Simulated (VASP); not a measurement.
A run of VASP 6.6.1:

Contents of INCAR:

```
PREC = Accurate ; ENCUT = 520
EDIFF = 1E-6 ; ISMEAR = 0
SIGMA = 0.15 ; LREAL = False
LASPH = True ; NELM = 60
ALGO = Normal ; ISIF = 2
LWAVE = False ; LCHARG = False
GGA = PE ; NBANDS = 16
```

The input KPOINTS:

```
regular mesh
0
Gamma
  14 14 14
```

File POSCAR:

```
InAs
1.0
    0.0000000000      2.7820800000      3.2659200000
    2.7820800000      0.0000000000      3.2659200000
    2.7820800000      2.7820800000      0.0000000000
In As
1 1
Direct
    0.0000000000      0.0000000000      0.0000000000
    0.7500000000      0.7500000000      0.7500000000
```

Potentials or basis: VASP PAW PBE potentials, release 64 (In_d, As).

Command:

```sh
$ cat potpaw_PBE.64/In_d/POTCAR potpaw_PBE.64/As/POTCAR > POTCAR
$ mpirun -np 1 vasp_std > vasp.out
```

Hardware: 1 thread of Intel Xeon 8259CL (shared host).

Task: How long does it take, and how much memory?

Result: It took 3.7 min on 1 thread of Intel Xeon 8259CL, with other jobs on the host, peak memory 0.34 GiB. Counts: scf iterations 13, k points 244.
